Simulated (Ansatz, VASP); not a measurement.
PbO: VASP beside Ansatz

INCAR

```
SYSTEM = PbO
PREC = Accurate
ENCUT = 520
EDIFF = 1E-6
ISMEAR = -1
SIGMA = 0.02
LREAL = .False.
LASPH = .True.
NELM = 60
ALGO = Normal
ISIF = 2
LWAVE = .False.
LCHARG = .False.
GGA = PE
NBANDS = 28
```

KPOINTS

```
Automatic mesh
0
Gamma
  6 6 6
  0 0 0
```

Contents of POSCAR:

```
PbO
1.0
    3.9804038208      0.0000000000      0.0000000000
    0.0000000000      3.9804038208      0.0000000000
    0.0000000000      0.0000000000      5.0009105968
Pb O
2 2
Direct
    0.0000000000      0.5000000000      0.2366326960
    0.5000000000      0.0000000000      0.7633673040
    0.0000000000      0.0000000000      0.0000000000
    0.5000000000      0.5000000000      0.0000000000
```

Input for Ansatz:

```yaml
crystal:
  lattice:
    - [3.9804038208, 0.0, 0.0]
    - [0.0, 3.9804038208, 0.0]
    - [0.0, 0.0, 5.0009105968]
  atoms:
    - { symbol: Pb, position: [0.0, 0.5, 0.236632696] }
    - { symbol: Pb, position: [0.5, 0.0, 0.763367304] }
    - { symbol: O, position: [0.0, 0.0, 0.0] }
    - { symbol: O, position: [0.5, 0.5, 0.0] }
kpoints:
  mp_grid: { grid: [6, 6, 6] }
  band_path:
    path:
      - [[0.0, 0.0, 0.0], [0.0, 0.5, 0.0], [0.5, 0.5, 0.0], [0.0, 0.0, 0.0], [0.0, 0.0, 0.5], [0.0, 0.5, 0.5], [0.5, 0.5, 0.5], [0.0, 0.0, 0.5]]
      - [[0.0, 0.5, 0.0], [0.0, 0.5, 0.5]]
      - [[0.5, 0.5, 0.0], [0.5, 0.5, 0.5]]
    npoints: 10
hamiltonian:
  xc: pbe
scf:
  occupations: { method: fermi_dirac, width: 0.02 }
  n_extra_bands: 5
output:
  forces: true
  stress: true
  eigenvalues: true
```

Alike in both runs: task single point; functional PBE; k mesh 6 × 6 × 6; occupations fermi-dirac, width 0.02 eV; no spin polarisation.

```csv
,VASP,Ansatz
version,VASP 6.6.1,Ansatz 0.2.0
potentials or method,"VASP PAW PBE potentials, release 64 (Pb_d, O)","plane waves, PAW"
plane-wave cutoff (eV),520,420
valence electrons in the cell,40,40
```

|  | VASP | Ansatz | Ansatz less VASP |
| --- | --- | --- | --- |
| gap on the k mesh at the Fermi level (eV) | 1.23 | 1.22 | -0.009 |
| pressure (GPa) | 4.6 | 4.5 | -0.08 |
| traceless stress, the component that is largest in VASP (GPa) | -0.62 | -0.60 | +0.017 |
| rms of the force components (eV/Å) | 0.163 | 0.146 | -0.0177 |

Atom by atom the forces differ by 0.018 eV/Å (rms over components).

Spin-orbit coupling is off throughout.
